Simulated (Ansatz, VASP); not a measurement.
# La3O2 in VASP and in Ansatz

```xyz
5
Lattice="3.6859 0.0000 0.0000 -1.8429 3.1920 0.0000 0.0000 0.0000 9.4550" Properties=species:S:1:pos:R:3 pbc="T T T"
La    0.0000    2.1280    1.7615
La    0.0000    0.0000    4.7275
La    1.8429    1.0640    7.6935
O     1.8429    1.0640    3.3419
O     0.0000    2.1280    6.1131
```

Change from the starting cell: species swapped into the Pm2O3 type (P-3m1, No. 164).

Alike in both runs: functional PBE; k mesh 6 × 6 × 2; occupations gaussian, width 0.1 eV; no spin polarisation.

Ansatz relaxed the structure, and its values are those at the end. VASP's run is a single point on that final structure, the one shown.

|  | VASP | Ansatz |
| --- | --- | --- |
| version | VASP 6.6.1 | Ansatz 0.2.0 |
| potentials or method | VASP PAW PBE potentials, release 64 (La, O), cutoff 520 eV | scalar-relativistic, plane waves, PAW |
| valence electrons in the cell | 45 | 45 |

|  | VASP | Ansatz | Ansatz less VASP |
| --- | --- | --- | --- |
| gap on the k mesh at the Fermi level (eV) | none | none | - |
| pressure (GPa) | 0.0 | 0.1 | +0.15 |

A gap of «none» marks a metal or a gap that the smearing closes.

Neither program's run includes spin-orbit coupling.
